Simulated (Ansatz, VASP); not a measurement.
Sb in VASP and in Ansatz

INCAR

```
ALGO = Normal
EDIFF = 1E-6
ENCUT = 500
GGA = PS
GGA_COMPAT = F
ISIF = 2
ISMEAR = -1
LASPH = T
LCHARG = F
LREAL = F
LWAVE = F
NBANDS = 38
NELM = 120
PREC = Accurate
SIGMA = 0.05
```

KPOINTS

```
k-points
0
Gamma
  6 6 4
```

Contents of POSCAR:

```
Sb
1.0
    4.4352720244      0.0000000000      0.0000000000
    0.0000000000      4.3308481452      0.0000000000
   -1.2935620687      0.0000000000      6.2344268918
Sb
4
Direct
    0.3399300000      0.2500000000      0.6836700000
    0.9366380000      0.7500000000      0.7627580000
    0.0633620000      0.2500000000      0.2372420000
    0.6600700000      0.7500000000      0.3163300000
```

input.yaml

```yaml
crystal:
  lattice:
    - [4.4352720244, 0.0, 0.0]
    - [0.0, 4.3308481452, 0.0]
    - [-1.2935620687, 0.0, 6.2344268918]
  atoms:
    - { symbol: Sb, position: [0.33993, 0.25, 0.68367] }
    - { symbol: Sb, position: [0.936638, 0.75, 0.762758] }
    - { symbol: Sb, position: [0.063362, 0.25, 0.237242] }
    - { symbol: Sb, position: [0.66007, 0.75, 0.31633] }
hamiltonian:
  xc: pbesol
  pseudopotentials: { kind: paw }
kpoints:
  mp_grid: { grid: [6, 6, 4] }
scf:
  occupations: { method: fermi_dirac, width: 0.05 }
output:
  forces: true
  stress: true
  eigenvalues: true
```

Alike in both runs: task single point; functional PBEsol; k mesh 6 × 6 × 4; occupations fermi-dirac, width 0.05 eV; no spin polarisation.

|  | VASP | Ansatz |
| --- | --- | --- |
| version | VASP 6.6.1 | Ansatz 0.2.0 |
| potentials or method | VASP PAW PBE potentials, release 64 (Sb_d_GW) | Ansatz PAW |
| plane-wave cutoff (eV) | 500 | 420 |
| valence electrons in the cell | 60 | 60 |

Ansatz gave:

| Item | Value |
| --- | --- |
| gap on the k mesh at the Fermi level (eV) | none |
| pressure (GPa) | 0.8 |
| traceless stress, the component that is largest in VASP (GPa) | 0.49 |
| rms of the force components (eV/Å) | 0.193 |

Question: Which values does VASP return?

Answer: gap on the k mesh at the Fermi level (eV): none; pressure (GPa): 0.8; traceless stress, the component that is largest in VASP (GPa): 0.49; rms of the force components (eV/Å): 0.194.

VASP's potentials were made for PBE, not for PBEsol. Atom by atom the forces differ by 0.002 eV/Å (rms over components). A gap of «none» marks a metal or a gap that the smearing closes.

Spin-orbit coupling is off throughout.
